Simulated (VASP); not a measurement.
# CuO (C2/c) in VASP: single point with PBEsol+U

Aim: the single point of CuO with PBEsol+U.

Everything below comes from runs of VASP 6.6.1. Logs are shortened: lines on timing, memory, paths and dates and some standing lists are left out, and cuts for length are marked.

### 1 The cell of the first run

It takes space group C2/c (No. 15, monoclinic). Conventional cell: a = 4.302 Å, b = 3.812 Å, c = 5.155 Å, α = 90.00°, β = 90.57°, γ = 90.00°. Within 2.6 Å of Cu (site symmetry -1) lie 4 O at 1.93 Å. O (site symmetry 2) has 4 Cu at 1.93 Å and 2 O at 2.58 Å within 2.6 Å.

### 2 Single point, PBEsol+U, collinear spin, ferromagnetic start

INCAR

```
  PREC = Accurate
  ENCUT = 600
  EDIFF = 1E-6
  ISMEAR = 0
  SIGMA = 0.05
  LREAL = False
  LASPH = True
  NELM = 200
  ALGO = Normal
  ISIF = 2
  LWAVE = False
  LCHARG = False
  ISPIN = 2
  MAGMOM = 0.62 0.62 0.35 0.35
  LORBIT = 11
  LMAXMIX = 4
  LDAU = True
  LDAUTYPE = 2
  LDAUL = 2 -1
  LDAUU = 4 0
  LDAUJ = 0 0
  LDAUPRINT = 1
  GGA = PS
  NBANDS = 29
  GGA_COMPAT = False
```

KPOINTS

```
regular mesh
0
Gamma
  8 8 6
```

POSCAR

```
CuO
1.0
    2.1449444388     -1.9059525115      0.1592041861
    2.1449444388      1.9059525115      0.1592041861
   -0.4327494375      0.0000000000      5.1366604313
Cu O
2 2
Direct
    0.0000000000      0.5000000000      0.0000000000
    0.5000000000      0.0000000000      0.5000000000
    0.5035941867      0.4964058133      0.2500000000
    0.4964058133      0.5035941867      0.7500000000
```

Potentials or basis: VASP PAW PBE potentials, release 64 (Cu, O).

Command:

```sh
$ cat potpaw_PBE.64/Cu/POTCAR potpaw_PBE.64/O/POTCAR > POTCAR
$ mpirun -np 1 vasp_std > vasp.out
```

OUTCAR:

```text
PREC = Accurate
   ENCUT = 600
   EDIFF = 1E-6
   ISMEAR = 0
   LREAL = False
   LASPH = True
   NELM = 200
   ISIF = 2
   ISPIN = 2
   LORBIT = 11
   GGA = PS

 ion  position               nearest neighbor table
   1  0.000  0.500  0.000-   3 1.93   4 1.93   4 1.93   3 1.93
   2  0.500  0.000  0.500-   4 1.93   3 1.93   4 1.93   3 1.93
   3  0.504  0.496  0.250-   2 1.93   1 1.93   2 1.93   1 1.93
   4  0.496  0.504  0.750-   1 1.93   2 1.93   2 1.93   1 1.93

  LATTYP: Found a base centered monoclinic cell.
 ALAT       =     4.3016892581
 B/A-ratio  =     0.8861414189
 C/A-ratio  =     1.1983332274
 COS(beta)  =    -0.0099614593

  Lattice vectors:

 A1 = (   2.1449444388,  -1.9059525115,   0.1592041861)
 A2 = (   2.1449444388,   1.9059525115,   0.1592041861)
 A3 = (  -0.4327494375,   0.0000000000,   5.1366604313)

Analysis of symmetry for initial positions (statically):
=====================================================================
 Subroutine PRICEL returns:
 Original cell was already a primitive cell.

 Routine SETGRP: Setting up the symmetry group for a
 base centered monoclinic supercell.

 Subroutine GETGRP returns: Found  4 space group operations
 (whereof  2 operations were pure point group operations)
 out of a pool of  4 trial point group operations.

The static configuration has the point symmetry S_2 .
 The point group associated with its full space group is C_2h.

Analysis of symmetry for dynamics (positions and initial velocities):
=====================================================================
 Subroutine PRICEL returns:
 Original cell was already a primitive cell.

 Routine SETGRP: Setting up the symmetry group for a
 base centered monoclinic supercell.

 Subroutine GETGRP returns: Found  4 space group operations
 (whereof  2 operations were pure point group operations)
 out of a pool of  4 trial point group operations.

The dynamic configuration has the point symmetry S_2 .
 The point group associated with its full space group is C_2h.

Analysis of structural, dynamic, and magnetic symmetry:
=====================================================================
 Subroutine PRICEL returns:
 Original cell was already a primitive cell.

 Routine SETGRP: Setting up the symmetry group for a
 base centered monoclinic supercell.

 Subroutine GETGRP returns: Found  4 space group operations
 (whereof  2 operations were pure point group operations)
 out of a pool of  4 trial point group operations.

The overall configuration has the point symmetry S_2 .
 The point group associated with its full space group is C_2h.

 Subroutine INISYM returns: Found  4 space group operations
 (whereof  2 operations are pure point group operations),
 and found     1 'primitive' translations

----------------------------------------------------------------------------------------

                                     Primitive cell

  volume of cell :      42.2616

  direct lattice vectors                    reciprocal lattice vectors
     2.144944439 -1.905952512  0.159204186     0.231657697 -0.262336022  0.019516520
     2.144944439  1.905952512  0.159204186     0.231657697  0.262336022  0.019516520
    -0.432749438  0.000000000  5.136660431    -0.014359865  0.000000000  0.193469237

[... 137 lines left out ...]
  0.0136 -0.0025  0.9732  0.0040 -0.0013
  0.0000 -0.0276  0.0040  1.0031 -0.0027
  0.0010  0.0027 -0.0013 -0.0027  0.9733

spin component  2

  0.9452  0.0137  0.0133 -0.0201  0.0025
  0.0137  0.7422  0.0344  0.2556 -0.0243
  0.0133  0.0344  0.9610 -0.0384  0.0027
 -0.0201  0.2556 -0.0384  0.6700  0.0281
  0.0025 -0.0243  0.0027  0.0281  0.9598

 occupancies and eigenvectors

  o =  0.4392  v =  0.0000  0.0000  0.0000  0.0000  0.0000  0.0451 -0.6502  0.0972  0.7488 -0.0714      0.0000  0.0000  0.0000  0.0000  0.0000  0.0000  0.0000  0.0000  0.0000  0.0000
  o =  0.9373  v =  0.0000  0.0000  0.0000  0.0000  0.0000  0.8705  0.0764 -0.4788  0.0717 -0.0453      0.0000  0.0000  0.0000  0.0000  0.0000  0.0000  0.0000  0.0000  0.0000  0.0000
  o =  0.9466  v =  0.8811  0.0783 -0.4580  0.0677 -0.0557  0.0000  0.0000  0.0000  0.0000  0.0000      0.0000  0.0000  0.0000  0.0000  0.0000  0.0000  0.0000  0.0000  0.0000  0.0000
  o =  0.9625  v =  0.0000  0.0000  0.0000  0.0000  0.0000  0.0594 -0.0169  0.0222  0.0737  0.9951      0.0000  0.0000  0.0000  0.0000  0.0000  0.0000  0.0000  0.0000  0.0000  0.0000
  o =  0.9645  v =  0.0000  0.0000  0.0000  0.0000  0.0000  0.0655 -0.7552 -0.1011 -0.6435  0.0332      0.0000  0.0000  0.0000  0.0000  0.0000  0.0000  0.0000  0.0000  0.0000  0.0000
  o =  0.9722  v =  0.0670 -0.7466 -0.1036 -0.6496  0.0729  0.0000  0.0000  0.0000  0.0000  0.0000      0.0000  0.0000  0.0000  0.0000  0.0000  0.0000  0.0000  0.0000  0.0000  0.0000
  o =  0.9731  v =  0.0700  0.0143  0.0308  0.0973  0.9922  0.0000  0.0000  0.0000  0.0000  0.0000      0.0000  0.0000  0.0000  0.0000  0.0000  0.0000  0.0000  0.0000  0.0000  0.0000
  o =  0.9748  v =  0.0000  0.0000  0.0000  0.0000  0.0000  0.4821  0.0275  0.8664 -0.1213 -0.0387      0.0000  0.0000  0.0000  0.0000  0.0000  0.0000  0.0000  0.0000  0.0000  0.0000
  o =  0.9797  v =  0.4604  0.0249  0.8770 -0.1264 -0.0477  0.0000  0.0000  0.0000  0.0000  0.0000      0.0000  0.0000  0.0000  0.0000  0.0000  0.0000  0.0000  0.0000  0.0000  0.0000
  o =  1.0285  v = -0.0476  0.6600 -0.0966 -0.7402  0.0695  0.0000  0.0000  0.0000  0.0000  0.0000      0.0000  0.0000  0.0000  0.0000  0.0000  0.0000  0.0000  0.0000  0.0000  0.0000

atom =   2  type =  1  l = 2

 onsite density matrix

spin component  1

  0.9541 -0.0034 -0.0136 -0.0000 -0.0010
 -0.0034  0.9966  0.0025  0.0276 -0.0027
 -0.0136  0.0025  0.9732  0.0040 -0.0013
 -0.0000  0.0276  0.0040  1.0031 -0.0027
 -0.0010 -0.0027 -0.0013 -0.0027  0.9733

spin component  2

  0.9452  0.0137 -0.0133  0.0201 -0.0025
  0.0137  0.7422 -0.0344 -0.2556  0.0243
 -0.0133 -0.0344  0.9610 -0.0384  0.0027
  0.0201 -0.2556 -0.0384  0.6700  0.0281
 -0.0025  0.0243  0.0027  0.0281  0.9598

 occupancies and eigenvectors

  o =  0.4392  v =  0.0000  0.0000  0.0000  0.0000  0.0000 -0.0451  0.6502  0.0972  0.7488 -0.0714      0.0000  0.0000  0.0000  0.0000  0.0000  0.0000  0.0000  0.0000  0.0000  0.0000
  o =  0.9373  v =  0.0000  0.0000  0.0000  0.0000  0.0000  0.8705  0.0764  0.4788 -0.0717  0.0453      0.0000  0.0000  0.0000  0.0000  0.0000  0.0000  0.0000  0.0000  0.0000  0.0000
  o =  0.9466  v =  0.8811  0.0783  0.4580 -0.0677  0.0557  0.0000  0.0000  0.0000  0.0000  0.0000      0.0000  0.0000  0.0000  0.0000  0.0000  0.0000  0.0000  0.0000  0.0000  0.0000
  o =  0.9625  v =  0.0000  0.0000  0.0000  0.0000  0.0000 -0.0594  0.0169  0.0222  0.0737  0.9951      0.0000  0.0000  0.0000  0.0000  0.0000  0.0000  0.0000  0.0000  0.0000  0.0000
  o =  0.9645  v =  0.0000  0.0000  0.0000  0.0000  0.0000 -0.0655  0.7552 -0.1011 -0.6435  0.0332      0.0000  0.0000  0.0000  0.0000  0.0000  0.0000  0.0000  0.0000  0.0000  0.0000
  o =  0.9722  v = -0.0670  0.7466 -0.1036 -0.6496  0.0729  0.0000  0.0000  0.0000  0.0000  0.0000      0.0000  0.0000  0.0000  0.0000  0.0000  0.0000  0.0000  0.0000  0.0000  0.0000
  o =  0.9731  v = -0.0700 -0.0143  0.0308  0.0973  0.9922  0.0000  0.0000  0.0000  0.0000  0.0000      0.0000  0.0000  0.0000  0.0000  0.0000  0.0000  0.0000  0.0000  0.0000  0.0000
  o =  0.9748  v =  0.0000  0.0000  0.0000  0.0000  0.0000  0.4821  0.0275 -0.8664  0.1213  0.0387      0.0000  0.0000  0.0000  0.0000  0.0000  0.0000  0.0000  0.0000  0.0000  0.0000
  o =  0.9797  v =  0.4604  0.0249 -0.8770  0.1264  0.0477  0.0000  0.0000  0.0000  0.0000  0.0000      0.0000  0.0000  0.0000  0.0000  0.0000  0.0000  0.0000  0.0000  0.0000  0.0000
  o =  1.0285  v =  0.0476 -0.6600 -0.0966 -0.7402  0.0695  0.0000  0.0000  0.0000  0.0000  0.0000      0.0000  0.0000  0.0000  0.0000  0.0000  0.0000  0.0000  0.0000  0.0000  0.0000

 number of electron      33.9999996 magnetization       1.9360462

 Free energy of the ion-electron system (eV)
  ---------------------------------------------------
  ext. energy  EPLUGINS =         0.00000000
  ---------------------------------------------------
  free energy    TOTEN  =       -18.93279757 eV

  energy without entropy =      -18.93204552  energy(sigma->0) =      -18.93242154

 E-fermi :   4.9163     XC(G=0): -11.8160

 val. band max:        4.9074969720   @ k =  -0.3750   0.3750   0.0000
 cond. band min:       4.9197880048   @ k =  -0.3750   0.5000   0.1667
 fundamental gap:      0.0122910328
 Fermi energy:         4.9163151757

 spin component 1

 k-point     1 :       0.0000    0.0000    0.0000
  band No.  band energies     occupation
      1     -14.7937      1.00000
      2     -13.3941      1.00000
      3      -3.6746      1.00000
      4      -2.2016      1.00000
      5      -1.9795      1.00000
      6      -0.2385      1.00000
[... 1529 lines left out ...]
     28      23.5139      0.00000
     29      25.9974      0.00000

 [... further k-points ...]
[... 5 lines left out ...]
  --------------------------------------------------------------------------------------
  -------------------------------------------------------------------------------------
  Total       -0.3829299     -0.1972189     -0.5879410      0.0000000      0.0000000      0.0416854
  in kB      -14.5172286     -7.4767498    -22.2893864      0.0000000      0.0000000      1.5803322
  external PRESSURE =     -14.7611216 kB  Pullay stress =       0.0000000 kB

 VOLUME and BASIS-vectors are now :
 -----------------------------------------------------------------------------
  energy-cutoff  :      600.00
  volume of cell :       42.26
      direct lattice vectors                 reciprocal lattice vectors
     2.144944439 -1.905952512  0.159204186     0.231657697 -0.262336022  0.019516520
     2.144944439  1.905952512  0.159204186     0.231657697  0.262336022  0.019516520
    -0.432749438  0.000000000  5.136660431    -0.014359865  0.000000000  0.193469237

 POSITION                                       TOTAL-FORCE (eV/Angst)
 -----------------------------------------------------------------------------------
      1.07247      0.95298      0.07960         0.000000      0.000000      0.000000
      0.85610     -0.95298      2.64793         0.000000      0.000000      0.000000
      2.03676     -0.01370      1.44337        -0.000000      0.002345     -0.000000
      1.82038      0.01370      4.01170         0.000000     -0.002345     -0.000000
 -----------------------------------------------------------------------------------
    total drift:                                0.000000     -0.000000     -0.000000

  FREE ENERGIE OF THE ION-ELECTRON SYSTEM (eV)
  ---------------------------------------------------
  free  energy   TOTEN  =       -18.9327975680 eV

  energy  without entropy=      -18.9320455204  energy(sigma->0) =      -18.93242154

 total charge

# of ion       s       p       d       tot
------------------------------------------
    1        0.404   0.420   9.157   9.981
    2        0.404   0.420   9.157   9.981
    3        1.549   3.427   0.000   4.976
    4        1.549   3.427   0.000   4.976
--------------------------------------------------
tot          3.905   7.695  18.313  29.913

 magnetization (x)

# of ion       s       p       d       tot
------------------------------------------
    1       -0.006   0.002   0.622   0.618
    2       -0.006   0.002   0.622   0.618
    3        0.021   0.288   0.000   0.309
    4        0.021   0.288   0.000   0.309
--------------------------------------------------
tot          0.031   0.580   1.244   1.855
```

Wall time 3.6 min (1 thread of Intel Xeon 6975P-C, shared host); peak memory 0.36 GiB.

What came out:

```yaml
Free_energy: -18.9328 eV
Pressure: -1.5 GPa
Net_moment: 1.94 μB per cell
Site_moments: Cu +0.62; O +0.31 μB
Valence_electrons_inside_the_program's_atomic_spheres: Cu 9.98; O 4.98
```

Forces in eV/Å, atoms in the order of the input:
```
Cu   0.000  0.000  0.000
Cu   0.000  0.000  0.000
O    0.000  0.002  0.000
O    0.000 -0.002  0.000
```

Stress tensor (GPa, compression positive):
```
-1.45  0.00  0.16
 0.00 -0.75  0.00
 0.16  0.00 -2.23
```

Levels at points of the mesh, in eV from the Fermi level:
Spin up:
```csv
k point,band 16,band 17,band 18,band 19,band 20,band 21
"(0.00, 0.00, 0.00)",-2.44,-0.29,-0.03,1.48,6.50,7.48
"(0.50, 0.00, 0.00)",-2.02,-0.63,-0.37,3.82,6.32,6.82
"(0.50, 0.50, 0.00)",-2.39,-2.11,0.33,2.52,7.63,8.98
"(0.00, 0.00, 0.50)",-2.11,-0.80,-0.80,3.65,3.65,11.89
"(0.50, 0.00, 0.50)",-2.60,-1.26,-0.17,4.64,6.19,8.43
"(0.50, 0.50, 0.50)",-2.50,-1.82,-1.82,4.31,4.31,10.24
```
Spin down:
```
           k point  band 14  band 15  band 16  band 17  band 18  band 19
(0.00, 0.00, 0.00)    -2.62    -2.56    -1.83     1.63     1.75     1.98
(0.50, 0.00, 0.00)    -2.46    -2.30    -1.45     1.51     1.70     3.84
(0.50, 0.50, 0.00)    -3.45    -1.84    -1.56    -0.22     2.48     2.48
(0.00, 0.00, 0.50)    -3.05    -1.55    -1.55     1.34     1.34     3.96
(0.50, 0.00, 0.50)    -2.74    -2.33    -2.04     0.93     1.76     4.79
(0.50, 0.50, 0.50)    -2.39    -1.96    -1.96     0.83     0.83     4.30
```

Eigenvalues of the final occupation matrices:
```tsv
site	spin	trace	eigenvalues
site 1 d	1	4.90	0.95 0.97 0.97 0.98 1.03
site 1 d	2	4.28	0.44 0.94 0.96 0.96 0.97
site 2 d	1	4.90	0.95 0.97 0.97 0.98 1.03
site 2 d	2	4.28	0.44 0.94 0.96 0.96 0.97
```

Caveat: the PAW data sets were made with another functional, which shifts forces and pressure a little.
